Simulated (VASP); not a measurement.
# TiPt3 (Pm-3m) in VASP: single point with PBEsol

Aim: the single point of TiPt3 with PBEsol.

All numbers are computed with VASP 6.6.1; they aren't measurements. Logs are shortened: lines on timing, memory, paths and dates and some standing lists are left out, and cuts for length are marked.

## Step 1: The cell of the first run

The structure is cubic, space group Pm-3m (No. 221). The conventional cell has a = 3.897 Å, b = 3.897 Å, c = 3.897 Å, α = 90.00°, β = 90.00°, γ = 90.00°. Ti (site symmetry m-3m) has 12 Pt at 2.76 Å within 3.6 Å. Within 3.6 Å of Pt (site symmetry 4/mmm) lie 4 Ti at 2.76 Å and 8 Pt at 2.76 Å.

## Step 2: Single point, PBEsol

INCAR reads:

```
  PREC = Accurate
  ENCUT = 520
  EDIFF = 1E-6
  ISMEAR = -1
  SIGMA = 0.05
  LREAL = False
  LASPH = True
  NELM = 100
  ALGO = Normal
  ISIF = 2
  LWAVE = False
  LCHARG = False
  GGA = PS
  NBANDS = 29
```

KPOINTS reads:

```
Automatic mesh
0
Gamma
  6 6 6
```

POSCAR reads:

```
TiPt3
1.0
    3.8970000000      0.0000000000      0.0000000000
    0.0000000000      3.8970000000      0.0000000000
    0.0000000000      0.0000000000      3.8970000000
Ti Pt
1 3
Direct
    0.0000000000      0.0000000000      0.0000000000
    0.0000000000      0.5000000000      0.5000000000
    0.5000000000      0.0000000000      0.5000000000
    0.5000000000      0.5000000000      0.0000000000
```

Potentials or basis: VASP PAW PBE potentials, release 64 (Ti_sv, Pt).

Started as:

```sh
$ cat potpaw_PBE.64/Ti_sv/POTCAR potpaw_PBE.64/Pt/POTCAR > POTCAR
$ mpirun -np 1 vasp_std > vasp.out
```

OUTCAR:

```text
PREC = Accurate
   ENCUT = 520
   EDIFF = 1E-6
   ISMEAR = -1
   LREAL = False
   LASPH = True
   NELM = 100
   ISIF = 2
   GGA = PS

 ion  position               nearest neighbor table
   1  0.000  0.000  0.000-   2 2.76   3 2.76   4 2.76   2 2.76   3 2.76   2 2.76   4 2.76   2 2.76
                             3 2.76   4 2.76   3 2.76   4 2.76
   2  0.000  0.500  0.500-   1 2.76   3 2.76   4 2.76   1 2.76   4 2.76   1 2.76   3 2.76   1 2.76
                             3 2.76   4 2.76   4 2.76   3 2.76
   3  0.500  0.000  0.500-   1 2.76   2 2.76   4 2.76   1 2.76   4 2.76   2 2.76   4 2.76   4 2.76
                             1 2.76   2 2.76   1 2.76   2 2.76
   4  0.500  0.500  0.000-   1 2.76   2 2.76   3 2.76   2 2.76   3 2.76   1 2.76   3 2.76   3 2.76
                             1 2.76   2 2.76   2 2.76   1 2.76

  LATTYP: Found a simple cubic cell.
 ALAT       =     3.8970000000

  Lattice vectors:

 A1 = (   3.8970000000,   0.0000000000,   0.0000000000)
 A2 = (   0.0000000000,   3.8970000000,   0.0000000000)
 A3 = (   0.0000000000,   0.0000000000,   3.8970000000)

Analysis of symmetry for initial positions (statically):
=====================================================================
 Subroutine PRICEL returns:
 Original cell was already a primitive cell.

 Routine SETGRP: Setting up the symmetry group for a
 simple cubic supercell.

 Subroutine GETGRP returns: Found 48 space group operations
 (whereof 48 operations were pure point group operations)
 out of a pool of 48 trial point group operations.

The static configuration has the point symmetry O_h .

Analysis of symmetry for dynamics (positions and initial velocities):
=====================================================================
 Subroutine PRICEL returns:
 Original cell was already a primitive cell.

 Routine SETGRP: Setting up the symmetry group for a
 simple cubic supercell.

 Subroutine GETGRP returns: Found 48 space group operations
 (whereof 48 operations were pure point group operations)
 out of a pool of 48 trial point group operations.

The dynamic configuration has the point symmetry O_h .

 Subroutine INISYM returns: Found 48 space group operations
 (whereof 48 operations are pure point group operations),
 and found     1 'primitive' translations

----------------------------------------------------------------------------------------

                                     Primitive cell

  volume of cell :      59.1822

  direct lattice vectors                    reciprocal lattice vectors
     3.897000000  0.000000000  0.000000000     0.256607647  0.000000000  0.000000000
     0.000000000  3.897000000  0.000000000     0.000000000  0.256607647  0.000000000
     0.000000000  0.000000000  3.897000000     0.000000000  0.000000000  0.256607647

  length of vectors
     3.897000000  3.897000000  3.897000000     0.256607647  0.256607647  0.256607647

  position of ions in fractional coordinates (direct lattice)
     0.000000000  0.000000000  0.000000000
     0.000000000  0.500000000  0.500000000
     0.500000000  0.000000000  0.500000000
     0.500000000  0.500000000  0.000000000

  ion indices of the primitive-cell ions
   primitive index   ion index
                 1           1
                 2           2
                 3           3
                 4           4

----------------------------------------------------------------------------------------

 KPOINTS: Automatic mesh

Automatic generation of k-mesh.
 Grid dimensions read from file:
 generate k-points for:    6    6    6

 Generating k-lattice:

  Cartesian coordinates                     Fractional coordinates (reciprocal lattice)
     0.042767941  0.000000000  0.000000000     0.166666667  0.000000000  0.000000000
     0.000000000  0.042767941  0.000000000     0.000000000  0.166666667  0.000000000
     0.000000000  0.000000000  0.042767941     0.000000000  0.000000000  0.166666667

  Length of vectors
     0.042767941  0.042767941  0.042767941

  Shift w.r.t. Gamma in fractional coordinates (k-lattice)
     0.000000000  0.000000000  0.000000000

 Subroutine IBZKPT returns following result:
 ===========================================

 Found     20 irreducible k-points:

 Following reciprocal coordinates:
            Coordinates               Weight
  0.000000  0.000000  0.000000      1.000000
  0.166667  0.000000  0.000000      6.000000
  0.333333  0.000000  0.000000      6.000000
  0.500000  0.000000  0.000000      3.000000
  0.166667  0.166667  0.000000     12.000000
  0.333333  0.166667  0.000000     24.000000
[... 12 lines left out ...]
  0.500000  0.500000  0.333333      6.000000
  0.500000  0.500000  0.500000      1.000000
   k-points           NKPTS =     20   k-points in BZ     NKDIM =     20   number of bands    NBANDS=     29
   number of dos      NEDOS =    301   number of ions     NIONS =      4
   total plane-waves  NPLWV =  27000
   dimension x,y,z NGX =    30 NGY =   30 NGZ =   30
   dimension x,y,z NGXF=    60 NGYF=   60 NGZF=   60
   ions per type =               1   3
   NGX,Y,Z   is equivalent  to a cutoff of  12.80, 12.80, 12.80 a.u.
   NGXF,Y,Z  is equivalent  to a cutoff of  25.60, 25.60, 25.60 a.u.
 SYSTEM =  unknown system
   PREC   = accura    normal or accurate (medium, high low for compatibility)
   ISTART =      0    job   : 0-new  1-cont  2-samecut
   ICHARG =      2    charge: 1-file 2-atom 10-const
   ISPIN  =      1    spin polarized calculation?
   LNONCOLLINEAR =      F non collinear calculations
   LSORBIT =      F    spin-orbit coupling
   LASPH  =      T    aspherical Exc in radial PAW
   ENCUT  =  520.0 eV  38.22 Ry    6.18 a.u.   7.25  7.25  7.25*2*pi/ulx,y,z
   NELM   =    100;   NELMIN=  2; NELMDL= -5     # of ELM steps
   EDIFF  = 0.1E-05   stopping-criterion for ELM
   LREAL  =      F    real-space projection
   EDIFFG = 0.1E-04   stopping-criterion for IOM
   NSW    =      0    number of steps for IOM
   IBRION =     -1    ionic relax: 0-MD 1-quasi-New 2-CG
   NFREE  =      0    steps in history (QN), initial steepest desc. (CG)
   ISIF   =      2    stress and relaxation
   ISYM   =      2    0-nonsym 1-usesym 2-fastsym
   POTIM  = 0.5000    time-step for ionic-motion
   TEBEG  =    0.0;   TEEND  =   0.0 temperature during run
   PSTRESS=    0.0 pullay stress
   NELECT =      42.0000    total number of electrons
   NUPDOWN=      -1.0000    fix difference up-down
   EMIN   =  10.00;   EMAX   =-10.00  energy-range for DOS
   EFERMI =   0.00;   METHOD = LEGACY
   ISMEAR =    -1;   SIGMA  =   0.05  broadening in eV -4-tet -1-fermi 0-gaus
   EFERMI_NEDOS =   21; number of points for ismear=-14 and -15
   IALGO  =     38    algorithm
   IMIX   =      4    mixing-type and parameters
     AMIX     =   0.40;   BMIX     =  1.00
     AMIX_MAG =   1.60;   BMIX_MAG =  1.00
  volume/ion in A,a.u.               =      14.80        99.85
  Fermi-wavevector in a.u.,A,eV,Ry     =   1.460251  2.759474 29.012153  2.132333
  Thomas-Fermi vector in A             =   2.576723
   LORBIT       =      0    0 simple, 1 ext, 2 COOP (PROOUT), +10 PAW based schemes
   GGA     = PS    functional components
   LHFCALC =     F    Hartree Fock is set to
   AEXX    =    0.0000 exact exchange contribution
   IVDW    =     0    specifies the selected vdW correction
   LEPSILON=     F    determine dielectric tensor
   LRPA    =     F    only Hartree local field effects (RPA)
 non-spin polarized calculation
  energy-cutoff  :      520.00
  volume of cell :       59.18
 maximum number of plane-waves:      1628
 NGX is ok and might be reduce to    30
   NGX = 15   NGY = 15   NGZ = 15

 number of electron      41.9999997 magnetization

 Free energy of the ion-electron system (eV)
  ---------------------------------------------------
  ext. energy  EPLUGINS =         0.00000000
  ---------------------------------------------------
  free energy    TOTEN  =       -32.76029508 eV

  energy without entropy =      -32.74668326  energy(sigma->0) =      -32.75348917

 E-fermi :  11.7292     XC(G=0): -13.4245

 val. band max:       11.5947911823   @ k =   0.1667   0.0000   0.0000
 cond. band min:      11.7411793684   @ k =   0.0000   0.0000   0.0000
 fundamental gap:      0.1463881861
 Fermi energy:        11.7292472981

 k-point     1 :       0.0000    0.0000    0.0000
  band No.  band energies     occupation
      1     -46.2556      2.00000
      2     -22.5750      2.00000
      3     -22.5750      2.00000
      4     -22.5750      2.00000
      5       1.4169      2.00000
      6       4.2479      2.00000
[... 21 lines left out ...]
     28      13.7444      0.00000
     29      20.0814      0.00000

 k-point     2 :       0.1667    0.0000    0.0000
  band No.  band energies     occupation
      1     -46.2552      2.00000
      2     -22.5824      2.00000
      3     -22.5762      2.00000
      4     -22.5762      2.00000
      5       1.7825      2.00000
      6       4.4758      2.00000
[... 21 lines left out ...]
     28      15.3307      0.00000
     29      19.5038      0.00000

 k-point     3 :       0.3333    0.0000    0.0000
  band No.  band energies     occupation
      1     -46.2542      2.00000
      2     -22.5971      2.00000
      3     -22.5785      2.00000
      4     -22.5785      2.00000
      5       2.7726      2.00000
      6       4.8876      2.00000
[... 21 lines left out ...]
     28      17.5793      0.00000
     29      18.7240      0.00000

 k-point     4 :       0.5000    0.0000    0.0000
  band No.  band energies     occupation
      1     -46.2538      2.00000
      2     -22.6044      2.00000
      3     -22.5797      2.00000
      4     -22.5797      2.00000
      5       3.6486      2.00000
      6       4.7872      2.00000
[... 469 lines left out ...]
     28      14.7133      0.00000
     29      17.1073      0.00000

 k-point    19 :       0.5000    0.5000    0.3333
  band No.  band energies     occupation
      1     -46.2532      2.00000
      2     -22.5904      2.00000
      3     -22.5904      2.00000
      4     -22.5872      2.00000
      5       4.3849      2.00000
      6       4.3849      2.00000
[... 21 lines left out ...]
     28      13.9042      0.00000
     29      17.9583      0.00000

 k-point    20 :       0.5000    0.5000    0.5000
  band No.  band energies     occupation
      1     -46.2533      2.00000
      2     -22.5883      2.00000
      3     -22.5883      2.00000
      4     -22.5883      2.00000
      5       4.1854      2.00000
      6       4.1854      2.00000
[... 21 lines left out ...]
     28      13.2419      0.00000
     29      17.3207      0.00000

------------------------ aborting loop because EDIFF is reached ----------------------------------------

  FORCE on cell =-STRESS in cart. coord.  units (eV):
  Direction    XX          YY          ZZ          XY          YZ          ZX
  --------------------------------------------------------------------------------------
  -------------------------------------------------------------------------------------
  Total        0.0518284      0.0518284      0.0518284      0.0000000     -0.0000000     -0.0000000
  in kB        1.4030964      1.4030964      1.4030964      0.0000000     -0.0000000     -0.0000000
  external PRESSURE =       1.4030964 kB  Pullay stress =       0.0000000 kB

 VOLUME and BASIS-vectors are now :
 -----------------------------------------------------------------------------
  energy-cutoff  :      520.00
  volume of cell :       59.18
      direct lattice vectors                 reciprocal lattice vectors
     3.897000000  0.000000000  0.000000000     0.256607647  0.000000000  0.000000000
     0.000000000  3.897000000  0.000000000     0.000000000  0.256607647  0.000000000
     0.000000000  0.000000000  3.897000000     0.000000000  0.000000000  0.256607647

 POSITION                                       TOTAL-FORCE (eV/Angst)
 -----------------------------------------------------------------------------------
      0.00000      0.00000      0.00000         0.000000      0.000000      0.000000
      0.00000      1.94850      1.94850         0.000000      0.000000      0.000000
      1.94850      0.00000      1.94850         0.000000      0.000000      0.000000
      1.94850      1.94850      0.00000         0.000000      0.000000      0.000000
 -----------------------------------------------------------------------------------
    total drift:                                0.000000      0.000000     -0.000000

  FREE ENERGIE OF THE ION-ELECTRON SYSTEM (eV)
  ---------------------------------------------------
  free  energy   TOTEN  =       -32.7602950803 eV

  energy  without entropy=      -32.7466832601  energy(sigma->0) =      -32.75348917
```

It took 23 s on 1 thread of Intel Xeon 6975P-C, shared host; peak memory 0.19 GiB.

What came out:

* Free energy: -32.7603 eV
* Pressure: 0.1 GPa
* Band gap on the k mesh: zero (band 21 reaches 13.10 eV, above the bottom of band 22 at 11.25 eV)

Levels at points of the mesh, in eV from the Fermi level:
| k point | band 17 | band 18 | band 19 | band 20 | band 21 | band 22 | band 23 | band 24 | band 25 | band 26 |
| --- | --- | --- | --- | --- | --- | --- | --- | --- | --- | --- |
| (0.00, 0.00, 0.00) | -0.55 | 0.01 | 0.01 | 0.01 | 1.37 | 1.37 | 1.51 | 1.51 | 1.51 | 2.02 |
| (0.50, 0.00, 0.00) | -2.71 | -2.71 | -2.65 | -1.40 | -0.24 | -0.24 | 0.02 | 0.42 | 0.73 | 1.98 |
| (0.50, 0.50, 0.00) | -3.16 | -3.16 | -2.52 | -2.33 | -2.31 | 0.18 | 0.18 | 0.33 | 1.46 | 1.46 |
| (0.50, 0.50, 0.50) | -1.07 | -0.76 | -0.76 | -0.76 | -0.48 | -0.48 | -0.48 | 1.18 | 1.18 | 1.18 |

Caveat: the PAW data sets were made with another functional, which shifts forces and pressure a little; spin-orbit coupling is left out, which moves the levels of the heavy elements.
